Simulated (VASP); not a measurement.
Input of a VASP 6.6.1 run:

The input INCAR:

```
SYSTEM = Ag
PREC = Accurate ; ENCUT = 520
EDIFF = 1E-7 ; ISMEAR = 0
SIGMA = 0.1 ; LREAL = .FALSE.
LASPH = .TRUE. ; NELM = 60
ALGO = Normal ; ISIF = 2
LWAVE = .FALSE. ; LCHARG = .FALSE.
GGA = PE ; NBANDS = 12
```

File KPOINTS:

```
regular mesh
0
G
  18 18 18
  0 0 0
```

The input POSCAR:

```
Ag
1.0
   -1.6515992187      1.6515992187      1.6515992187
    1.6515992187     -1.6515992187      1.6515992187
    1.6515992187      1.6515992187     -1.6515992187
Ag
1
Direct
    0.0000000000      0.0000000000      0.0000000000
```

Potentials or basis: VASP PAW PBE potentials, release 64 (Ag).

Launch:

```console
$ cat potpaw_PBE.64/Ag/POTCAR > POTCAR
$ mpirun -np 1 vasp_std > vasp.out
```

(1) Predict the pressure.

Answers

(1) -0.1 GPa.
